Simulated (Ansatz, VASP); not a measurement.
# AgIr in VASP and in Ansatz

```xyz
16
Lattice="-3.9328 4.0104 -4.0104 3.9328 3.8794 3.8794 3.9328 -3.8794 -3.8794" Properties=species:S:1:pos:R:3 pbc="T T T"
Ag    5.9026    1.9655   -0.0431
Ag    0.0034    2.0688   -5.9507
Ag    0.0034    4.0085   -4.0110
Ag   -1.9630    2.0412   -3.9684
Ag   -3.9295    4.0085   -4.0110
Ag    0.0034    5.9482   -2.0713
Ag   -1.9631    3.9659   -2.0436
Ag    1.9698    3.9201    1.9115
Ir    0.0034    0.0636   -3.9455
Ir    1.9698    1.9446   -3.8711
Ir    1.9698    0.1379   -2.0645
Ir    3.7970    2.0033   -2.0057
Ir    0.1426    2.0033   -2.0057
Ir    1.9698    3.8687   -1.9470
Ir    1.9698    2.0621   -0.1404
Ir    0.0034    3.9430   -0.0661
```

Alike in both runs: functional PBEsol; k mesh 4 × 4 × 4; occupations gaussian, width 0.1 eV; no spin polarisation.

Ansatz relaxed the structure, and its values are those at the end. VASP's run is a single point on that final structure, the one shown.

|  | VASP | Ansatz |
| --- | --- | --- |
| version | VASP 6.6.1 | Ansatz 0.2.0 |
| potentials or method | VASP PAW PBE potentials, release 64 (Ag, Ir), cutoff 520 eV | scalar-relativistic, plane waves, PAW |
| valence electrons in the cell | 160 | 288 |

VASP gave:

```
gap on the k mesh at the Fermi level (eV) : none
pressure (GPa)                            : 0.2
rms of the force components (eV/Å)        : 0.030
```

Problem. Which values does Ansatz return?

Solution. gap on the k mesh at the Fermi level (eV): none; pressure (GPa): 0.1; rms of the force components (eV/Å): 0.003.

VASP's potentials were made for PBE, not for PBEsol. A gap of «none» marks a metal or a gap that the smearing closes. The functional is the same, so the differences come from potentials, cutoffs and numerics. VASP's potentials hold 160 valence electrons a cell and Ansatz's 288, so a difference there can come from the potentials and not from the codes.

Neither program's run includes spin-orbit coupling.
